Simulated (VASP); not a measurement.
# TaF3 (Pm-3m) in VASP: further runs

The runs below take TaF3 through single point, with PBE+U.

Program: VASP 6.6.1. These are calculated values, not measurements. Logs are shortened: lines on timing, memory, paths and dates and some standing lists are left out, and cuts for length are marked.

## (1) The cell of the first run

It takes space group Pm-3m (No. 221, cubic). Conventional cell: a = 4.149 Å, b = 4.149 Å, c = 4.149 Å, α = 90.00°, β = 90.00°, γ = 90.00°. Within 2.7 Å of Ta (site symmetry m-3m) lie 6 F at 2.07 Å. F (site symmetry 4/mmm) has 2 Ta at 2.07 Å within 2.7 Å.

## (2) Single point, PBE+U

File INCAR:

```
SYSTEM = TaF3
ALGO     = Normal         ! electronic algorithm
EDIFF    = 1E-7           ! SCF threshold, eV
ENCUT    = 520            ! plane-wave cutoff, eV
GGA      = PE             ! functional
ISIF     = 2              ! what is computed and relaxed
ISMEAR   = -1             ! smearing method
LASPH    = .True.         ! aspherical terms in the spheres
LCHARG   = .False.        ! write CHGCAR
LDAU     = .True.         ! DFT+U
LDAUJ    = 0 0          
LDAUL    = 2 -1           ! shell
LDAUPRINT= 1            
LDAUTYPE = 2            
LDAUU    = 4 0            ! U, eV
LMAXMIX  = 4              ! l up to which the mixer works
LREAL    = .False.        ! projectors in reciprocal space
LWAVE    = .False.        ! write WAVECAR
NBANDS   = 24             ! bands
NELM     = 150            ! most SCF steps
PREC     = Accurate       ! precision mode
SIGMA    = 0.05           ! smearing width, eV
```

File KPOINTS:

```
k-points
0
Gamma
  7 7 7
  0 0 0
```

File POSCAR:

```
TaF3
1.0
    4.1491525396      0.0000000000      0.0000000000
    0.0000000000      4.1491525396      0.0000000000
    0.0000000000      0.0000000000      4.1491525396
Ta F
1 3
Direct
    0.0000000000      0.0000000000      0.0000000000
    0.0000000000      0.0000000000      0.5000000000
    0.0000000000      0.5000000000      0.0000000000
    0.5000000000      0.0000000000      0.0000000000
```

Potentials or basis: VASP PAW PBE potentials, release 64 (Ta_pv, F).

Started as:

```bash
cat potpaw_PBE.64/Ta_pv/POTCAR potpaw_PBE.64/F/POTCAR > POTCAR
mpirun -np 1 vasp_std > vasp.out
```

OUTCAR:

```text
SYSTEM = TaF3
   EDIFF = 1E-7
   ENCUT = 520
   GGA = PE
   ISIF = 2
   ISMEAR = -1
   LASPH = .True.
   LREAL = .False.
   NELM = 150
   PREC = Accurate

 ion  position               nearest neighbor table
   1  0.000  0.000  0.000-   2 2.07   3 2.07   4 2.07   2 2.07   3 2.07   4 2.07
   2  0.000  0.000  0.500-   1 2.07   1 2.07
   3  0.000  0.500  0.000-   1 2.07   1 2.07
   4  0.500  0.000  0.000-   1 2.07   1 2.07

  LATTYP: Found a simple cubic cell.
 ALAT       =     4.1491525396

  Lattice vectors:

 A1 = (   4.1491525396,   0.0000000000,   0.0000000000)
 A2 = (   0.0000000000,   4.1491525396,   0.0000000000)
 A3 = (   0.0000000000,   0.0000000000,   4.1491525396)

Analysis of symmetry for initial positions (statically):
=====================================================================
 Subroutine PRICEL returns:
 Original cell was already a primitive cell.

 Routine SETGRP: Setting up the symmetry group for a
 simple cubic supercell.

 Subroutine GETGRP returns: Found 48 space group operations
 (whereof 48 operations were pure point group operations)
 out of a pool of 48 trial point group operations.

The static configuration has the point symmetry O_h .

Analysis of symmetry for dynamics (positions and initial velocities):
=====================================================================
 Subroutine PRICEL returns:
 Original cell was already a primitive cell.

 Routine SETGRP: Setting up the symmetry group for a
 simple cubic supercell.

 Subroutine GETGRP returns: Found 48 space group operations
 (whereof 48 operations were pure point group operations)
 out of a pool of 48 trial point group operations.

The dynamic configuration has the point symmetry O_h .

 Subroutine INISYM returns: Found 48 space group operations
 (whereof 48 operations are pure point group operations),
 and found     1 'primitive' translations

----------------------------------------------------------------------------------------

                                     Primitive cell

  volume of cell :      71.4296

  direct lattice vectors                    reciprocal lattice vectors
     4.149152540  0.000000000  0.000000000     0.241013072  0.000000000  0.000000000
     0.000000000  4.149152540  0.000000000     0.000000000  0.241013072  0.000000000
     0.000000000  0.000000000  4.149152540     0.000000000  0.000000000  0.241013072

  length of vectors
     4.149152540  4.149152540  4.149152540     0.241013072  0.241013072  0.241013072

  position of ions in fractional coordinates (direct lattice)
     0.000000000  0.000000000  0.000000000
     0.000000000  0.000000000  0.500000000
     0.000000000  0.500000000  0.000000000
     0.500000000  0.000000000  0.000000000

  ion indices of the primitive-cell ions
   primitive index   ion index
                 1           1
                 2           2
                 3           3
                 4           4

----------------------------------------------------------------------------------------

 KPOINTS: k-points

Automatic generation of k-mesh.
 Grid dimensions read from file:
 generate k-points for:    7    7    7

 Generating k-lattice:

  Cartesian coordinates                     Fractional coordinates (reciprocal lattice)
     0.034430439  0.000000000  0.000000000     0.142857143  0.000000000  0.000000000
     0.000000000  0.034430439  0.000000000     0.000000000  0.142857143  0.000000000
[... 38 lines left out ...]
   dimension x,y,z NGX =    32 NGY =   32 NGZ =   32
   dimension x,y,z NGXF=    64 NGYF=   64 NGZF=   64
   ions per type =               1   3
   NGX,Y,Z   is equivalent  to a cutoff of  12.82, 12.82, 12.82 a.u.
   NGXF,Y,Z  is equivalent  to a cutoff of  25.64, 25.64, 25.64 a.u.
 SYSTEM =  TaF3
   PREC   = accura    normal or accurate (medium, high low for compatibility)
   ISTART =      0    job   : 0-new  1-cont  2-samecut
   ICHARG =      2    charge: 1-file 2-atom 10-const
   ISPIN  =      1    spin polarized calculation?
   LNONCOLLINEAR =      F non collinear calculations
   LSORBIT =      F    spin-orbit coupling
   LASPH  =      T    aspherical Exc in radial PAW
   ENCUT  =  520.0 eV  38.22 Ry    6.18 a.u.   7.71  7.71  7.71*2*pi/ulx,y,z
   NELM   =    150;   NELMIN=  2; NELMDL= -5     # of ELM steps
   EDIFF  = 0.1E-06   stopping-criterion for ELM
   LREAL  =      F    real-space projection
   EDIFFG = 0.1E-05   stopping-criterion for IOM
   NSW    =      0    number of steps for IOM
   IBRION =     -1    ionic relax: 0-MD 1-quasi-New 2-CG
   NFREE  =      0    steps in history (QN), initial steepest desc. (CG)
   ISIF   =      2    stress and relaxation
   ISYM   =      2    0-nonsym 1-usesym 2-fastsym
   POTIM  = 0.5000    time-step for ionic-motion
   TEBEG  =    0.0;   TEEND  =   0.0 temperature during run
   PSTRESS=    0.0 pullay stress
   NELECT =      32.0000    total number of electrons
   NUPDOWN=      -1.0000    fix difference up-down
   EMIN   =  10.00;   EMAX   =-10.00  energy-range for DOS
   EFERMI =   0.00;   METHOD = LEGACY
   ISMEAR =    -1;   SIGMA  =   0.05  broadening in eV -4-tet -1-fermi 0-gaus
   EFERMI_NEDOS =   21; number of points for ismear=-14 and -15
   IALGO  =     38    algorithm
   IMIX   =      4    mixing-type and parameters
     AMIX     =   0.40;   BMIX     =  1.00
     AMIX_MAG =   1.60;   BMIX_MAG =  1.00
  volume/ion in A,a.u.               =      17.86       120.51
  Fermi-wavevector in a.u.,A,eV,Ry     =   1.252657  2.367178 21.349568  1.569149
  Thomas-Fermi vector in A             =   2.386547
   LORBIT       =      0    0 simple, 1 ext, 2 COOP (PROOUT), +10 PAW based schemes
 LDA+U is selected, type is set to LDAUTYPE =  2
   angular momentum for each species LDAUL =     2   -1
   U (eV)           for each species LDAUU =   4.0  0.0
   J (eV)           for each species LDAUJ =   0.0  0.0
   GGA     = PE    functional components
   LHFCALC =     F    Hartree Fock is set to
   AEXX    =    0.0000 exact exchange contribution
   IVDW    =     0    specifies the selected vdW correction
   LEPSILON=     F    determine dielectric tensor
   LRPA    =     F    only Hartree local field effects (RPA)
 non-spin polarized calculation
  energy-cutoff  :      520.00
  volume of cell :       71.43
 maximum number of plane-waves:      1945
 NGX is ok and might be reduce to    32
   NGX = 15   NGY = 15   NGZ = 15

atom =   1  type =  1  l = 2

 onsite density matrix

spin component  1

  0.2900 -0.0000 -0.0000  0.0000 -0.0000
 -0.0000  0.2900  0.0000 -0.0000  0.0000
 -0.0000  0.0000  0.1315  0.0000 -0.0000
  0.0000 -0.0000  0.0000  0.2900  0.0000
 -0.0000  0.0000 -0.0000  0.0000  0.1315

spin component  2

  0.2900 -0.0000 -0.0000  0.0000 -0.0000
 -0.0000  0.2900  0.0000 -0.0000  0.0000
 -0.0000  0.0000  0.1315  0.0000 -0.0000
  0.0000 -0.0000  0.0000  0.2900  0.0000
 -0.0000  0.0000 -0.0000  0.0000  0.1315

 occupancies and eigenvectors

  o =  0.1315  v =  0.0000 -0.0000 -1.0000  0.0000  0.0075  0.0000  0.0000  0.0000  0.0000  0.0000      0.0000  0.0000  0.0000  0.0000  0.0000  0.0000  0.0000  0.0000  0.0000  0.0000
  o =  0.1315  v =  0.0000  0.0000  0.0000  0.0000  0.0000  0.0000 -0.0000 -1.0000  0.0000  0.0075      0.0000  0.0000  0.0000  0.0000  0.0000  0.0000  0.0000  0.0000  0.0000  0.0000
  o =  0.1315  v =  0.0000  0.0000  0.0075 -0.0000  1.0000  0.0000  0.0000  0.0000  0.0000  0.0000      0.0000  0.0000  0.0000  0.0000  0.0000  0.0000  0.0000  0.0000  0.0000  0.0000
  o =  0.1315  v =  0.0000  0.0000  0.0000  0.0000  0.0000  0.0000  0.0000  0.0075 -0.0000  1.0000      0.0000  0.0000  0.0000  0.0000  0.0000  0.0000  0.0000  0.0000  0.0000  0.0000
  o =  0.2900  v =  0.0000  0.9900 -0.0000 -0.1413 -0.0000  0.0000  0.0000  0.0000  0.0000  0.0000      0.0000  0.0000  0.0000  0.0000  0.0000  0.0000  0.0000  0.0000  0.0000  0.0000
  o =  0.2900  v =  0.0000  0.0000  0.0000  0.0000  0.0000  0.0000  0.9900 -0.0000 -0.1413 -0.0000      0.0000  0.0000  0.0000  0.0000  0.0000  0.0000  0.0000  0.0000  0.0000  0.0000
  o =  0.2900  v =  0.0000 -0.1413  0.0000 -0.9900  0.0000  0.0000  0.0000  0.0000  0.0000  0.0000      0.0000  0.0000  0.0000  0.0000  0.0000  0.0000  0.0000  0.0000  0.0000  0.0000
  o =  0.2900  v =  0.0000  0.0000  0.0000  0.0000  0.0000  0.0000 -0.1413  0.0000 -0.9900  0.0000      0.0000  0.0000  0.0000  0.0000  0.0000  0.0000  0.0000  0.0000  0.0000  0.0000
  o =  0.2900  v =  0.0000  0.0000  0.0000  0.0000  0.0000  1.0000  0.0000  0.0000  0.0000  0.0000      0.0000  0.0000  0.0000  0.0000  0.0000  0.0000  0.0000  0.0000  0.0000  0.0000
  o =  0.2900  v =  1.0000  0.0000  0.0000  0.0000  0.0000  0.0000  0.0000  0.0000  0.0000  0.0000      0.0000  0.0000  0.0000  0.0000  0.0000  0.0000  0.0000  0.0000  0.0000  0.0000

 number of electron      32.0000010 magnetization

 Free energy of the ion-electron system (eV)
  ---------------------------------------------------
  ext. energy  EPLUGINS =         0.00000000
  ---------------------------------------------------
  free energy    TOTEN  =       -23.32750874 eV

  energy without entropy =      -23.28868980  energy(sigma->0) =      -23.30809927

 E-fermi :   3.3928     XC(G=0):  -8.2350

 val. band max:        3.3834702283   @ k =   0.2857   0.1429   0.1429
 cond. band min:       3.4039167806   @ k =   0.2857   0.2857   0.1429
 fundamental gap:      0.0204465523
 Fermi energy:         3.3927955667

 k-point     1 :       0.0000    0.0000    0.0000
  band No.  band energies     occupation
      1     -34.3483      2.00000
      2     -34.3483      2.00000
      3     -34.3483      2.00000
      4     -24.3407      2.00000
      5     -24.0100      2.00000
      6     -24.0100      2.00000
[... 529 lines left out ...]
     23      10.0817      0.00000
     24      10.0817      0.00000

------------------------ aborting loop because EDIFF is reached ----------------------------------------

  FORCE on cell =-STRESS in cart. coord.  units (eV):
  Direction    XX          YY          ZZ          XY          YZ          ZX
  --------------------------------------------------------------------------------------
  -------------------------------------------------------------------------------------
  Total        0.7289627      0.7289627      0.7289627      0.0000000      0.0000000     -0.0000000
  in kB       16.3507499     16.3507499     16.3507499      0.0000000      0.0000000     -0.0000000
  external PRESSURE =      16.3507499 kB  Pullay stress =       0.0000000 kB

 VOLUME and BASIS-vectors are now :
 -----------------------------------------------------------------------------
  energy-cutoff  :      520.00
  volume of cell :       71.43
      direct lattice vectors                 reciprocal lattice vectors
     4.149152540  0.000000000  0.000000000     0.241013072  0.000000000  0.000000000
     0.000000000  4.149152540  0.000000000     0.000000000  0.241013072  0.000000000
     0.000000000  0.000000000  4.149152540     0.000000000  0.000000000  0.241013072

 POSITION                                       TOTAL-FORCE (eV/Angst)
 -----------------------------------------------------------------------------------
      0.00000      0.00000      0.00000         0.000000      0.000000      0.000000
      0.00000      0.00000      2.07458         0.000000      0.000000      0.000000
      0.00000      2.07458      0.00000         0.000000      0.000000      0.000000
      2.07458      0.00000      0.00000         0.000000      0.000000      0.000000
 -----------------------------------------------------------------------------------
    total drift:                                0.000000      0.000000     -0.000000

  FREE ENERGIE OF THE ION-ELECTRON SYSTEM (eV)
  ---------------------------------------------------
  free  energy   TOTEN  =       -23.3275087440 eV

  energy  without entropy=      -23.2886898029  energy(sigma->0) =      -23.30809927
```

Wall time 25 s (1 thread of AMD EPYC 7R43 (Zen 3), shared host); peak memory 0.14 GiB.

Results:

```yaml
Free_energy: -23.3275 eV
Pressure: 1.6 GPa
Band_gap_on_the_k_mesh: zero (band 16 reaches 4.52 eV, above the bottom of band 17 at 2.53 eV)
```

Eigenvalues of the final occupation matrices:
```csv
site,spin,trace,eigenvalues
site 1 d,1,1.13,0.13 0.13 0.29 0.29 0.29
site 1 d,2,1.13,0.13 0.13 0.29 0.29 0.29
```

Caveat: spin-orbit coupling is left out, which moves the levels of the heavy elements; U without spin polarisation on a metal has little footing.

[end of part 1 of 2]
